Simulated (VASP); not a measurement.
# Sr (P6/mmm) in VASP: notebook, part 3 of 3

VASP 6.6.1.

### 6 Single point, revPBE (58.18 Å³/atom)

This run uses another cell than the first one, of 58.18 Å³/atom.

The input, INCAR:

```
SYSTEM = Sr
PREC     = Accurate       ! precision mode
ENCUT    = 520            ! plane-wave cutoff, eV
EDIFF    = 1E-7           ! SCF threshold, eV
ISMEAR   = -1             ! smearing method
SIGMA    = 0.1            ! smearing width, eV
LREAL    = .FALSE.        ! projectors in reciprocal space
LASPH    = .TRUE.         ! aspherical terms in the spheres
NELM     = 60             ! most SCF steps
ALGO     = Normal         ! electronic algorithm
ISIF     = 2              ! what is computed and relaxed
LWAVE    = .FALSE.        ! write WAVECAR
LCHARG   = .FALSE.        ! write CHGCAR
GGA      = RE             ! functional
NBANDS   = 22             ! bands
```

The input, KPOINTS:

```
regular mesh
0
G
  6 6 9
  0 0 0
```

The input, POSCAR:

```
Sr
1.0
    6.9545946380      0.0000000000      0.0000000000
   -3.4772973190      6.0228556296      0.0000000000
    0.0000000000      0.0000000000      4.1669360995
Sr
3
Direct
    0.0000000000      1.0000000000      0.0000000000
    0.3333333333      0.6666666667      0.5000000000
    0.6666666667      0.3333333333      0.5000000000
```

Potentials or basis: VASP PAW PBE potentials, release 64 (Sr_sv).

Command:

```
$ cat potpaw_PBE.64/Sr_sv/POTCAR > POTCAR
$ mpirun -np 1 vasp_std > vasp.out
```

OUTCAR:

```text
SYSTEM = Sr
   PREC = Accurate
   ENCUT = 520
   EDIFF = 1E-7
   ISMEAR = -1
   LREAL = .FALSE.
   LASPH = .TRUE.
   NELM = 60
   ISIF = 2
   GGA = RE

 ion  position               nearest neighbor table
   1  0.000  0.000  0.000-   2 4.52   3 4.52   2 4.52   3 4.52   3 4.52   3 4.52   2 4.52   2 4.52
                             3 4.52   3 4.52   2 4.52   2 4.52
   2  0.333  0.667  0.500-   3 4.02   3 4.02   3 4.02   1 4.52   1 4.52   1 4.52   1 4.52   1 4.52
                             1 4.52
   3  0.667  0.333  0.500-   2 4.02   2 4.02   2 4.02   1 4.52   1 4.52   1 4.52   1 4.52   1 4.52
                             1 4.52

  LATTYP: Found a hexagonal cell.
 ALAT       =     6.9545946380
 C/A-ratio  =     0.5991630449

  Lattice vectors:

 A1 = (   6.9545946380,   0.0000000000,   0.0000000000)
 A2 = (  -3.4772973190,   6.0228556296,   0.0000000000)
 A3 = (   0.0000000000,   0.0000000000,   4.1669360995)

Analysis of symmetry for initial positions (statically):
=====================================================================
 Subroutine PRICEL returns:
 Original cell was already a primitive cell.

 Routine SETGRP: Setting up the symmetry group for a
 hexagonal supercell.
[... 168 lines left out ...]

 E-fermi :   1.4630     XC(G=0):  -7.0954

 val. band max:        1.4574877733   @ k =   0.1667  -0.0000   0.2222
 cond. band min:       1.5147853216   @ k =   0.0000   0.0000   0.3333
 fundamental gap:      0.0572975483
 Fermi energy:         1.4629956213

 k-point     1 :       0.0000    0.0000    0.0000
  band No.  band energies     occupation
      1     -35.3382      2.00000
      2     -35.3225      2.00000
      3     -35.2499      2.00000
      4     -17.3782      2.00000
      5     -17.3782      2.00000
      6     -17.2794      2.00000
[... 589 lines left out ...]
     21       3.4435      0.00000
     22       3.5165      0.00000

 [... further k-points ...]

------------------------ aborting loop because EDIFF is reached ----------------------------------------

  FORCE on cell =-STRESS in cart. coord.  units (eV):
  Direction    XX          YY          ZZ          XY          YZ          ZX
  --------------------------------------------------------------------------------------
  -------------------------------------------------------------------------------------
  Total        0.0478468      0.0478468     -0.0272249      0.0000000     -0.0000000      0.0000000
  in kB        0.4392103      0.4392103     -0.2499112      0.0000000     -0.0000000      0.0000000
  external PRESSURE =       0.2095031 kB  Pullay stress =       0.0000000 kB

 VOLUME and BASIS-vectors are now :
 -----------------------------------------------------------------------------
  energy-cutoff  :      520.00
  volume of cell :      174.54
      direct lattice vectors                 reciprocal lattice vectors
     6.954594638  0.000000000  0.000000000     0.143789833  0.083017099  0.000000000
    -3.477297319  6.022855630  0.000000000     0.000000000  0.166034197  0.000000000
     0.000000000  0.000000000  4.166936099     0.000000000  0.000000000  0.239984482

 POSITION                                       TOTAL-FORCE (eV/Angst)
 -----------------------------------------------------------------------------------
      0.00000      0.00000      0.00000         0.000000      0.000000      0.000000
     -0.00000      4.01524      2.08347         0.000000      0.000000      0.000000
      3.47730      2.00762      2.08347        -0.000000     -0.000000      0.000000
 -----------------------------------------------------------------------------------
    total drift:                                0.000000      0.000000      0.000000

  FREE ENERGIE OF THE ION-ELECTRON SYSTEM (eV)
  ---------------------------------------------------
  free  energy   TOTEN  =        -4.3673725716 eV

  energy  without entropy=       -4.1970402058  energy(sigma->0) =       -4.28220639
```

stdout:

```text
POSCAR found type information on POSCAR Sr
 POSCAR found :  1 types and       3 ions
 scaLAPACK will be used
 -----------------------------------------------------------------------------
|                                                                             |
|                                                                             |
|     You enforced a specific xc type in the INCAR file but a different       |
|     I HOPE YOU KNOW WHAT YOU ARE DOING!                                     |
|                                                                             |
 -----------------------------------------------------------------------------

 LDA part: xc-table for (Slater+PW92), standard interpolation
 POSCAR, INCAR and KPOINTS ok, starting setup
 FFT: planning ... GRIDC
 FFT: planning ... GRID_SOFT
 FFT: planning ... GRID
 WAVECAR not read
 entering main loop
```

Wall time 76 s (1 thread of AMD EPYC 9R45 (Zen 5), shared host); peak memory 0.3 GiB.

Results:

```yaml
Free_energy: -4.3674 eV
Pressure: 0.0 GPa
Band_gap_on_the_k_mesh: zero (bands 15 and 16 overlap by 0.13 eV)
```

Levels at points of the mesh, in eV from the Fermi level:
```csv
k point,band 12,band 13,band 14,band 15,band 16,band 17,band 18,band 19
"(0.00, 0.00, 0.00)",-18.63,-3.53,-0.03,0.16,0.16,0.20,0.20,0.52
"(0.50, 0.00, 0.00)",-18.64,-2.31,-2.29,-0.96,0.10,1.07,1.28,1.31
```

Caveat: the PAW data sets were made with another functional, which shifts forces and pressure a little.

### 7 Summary

| cell | k mesh | gap on the mesh (eV) | pressure (GPa) |
| --- | --- | --- | --- |
| a = 6.664, b = 6.664, c = 3.993 Å, angles 90.0, 90.0, 120.0°, 3 atoms | 6 × 6 × 9 | none | 1.6 |
| a = 6.764, b = 6.764, c = 4.053 Å, angles 90.0, 90.0, 120.0°, 3 atoms | 6 × 6 × 9 | none | 1.0 |
| a = 6.861, b = 6.861, c = 4.111 Å, angles 90.0, 90.0, 120.0°, 3 atoms | 6 × 6 × 9 | none | 0.5 |
| a = 6.955, b = 6.955, c = 4.167 Å, angles 90.0, 90.0, 120.0°, 3 atoms | 6 × 6 × 8 | none | 0.0 |
| a = 6.955, b = 6.955, c = 4.167 Å, angles 90.0, 90.0, 120.0°, 3 atoms | 6 × 6 × 9 | none | 0.0 |

Alike in all rows: task single point; level revPBE; potentials or basis VASP PAW PBE potentials, release 64 (Sr_sv); no spin polarisation; cutoff (eV) 520; smearing fermi-dirac 0.1 eV.

Caveats: the PAW data sets were made with another functional, which shifts forces and pressure a little.

Total energies depend on the potentials used, so only differences within one code and one set of settings carry meaning.

The gap in the log of VASP goes by the Fermi energy; the results here count the filled bands.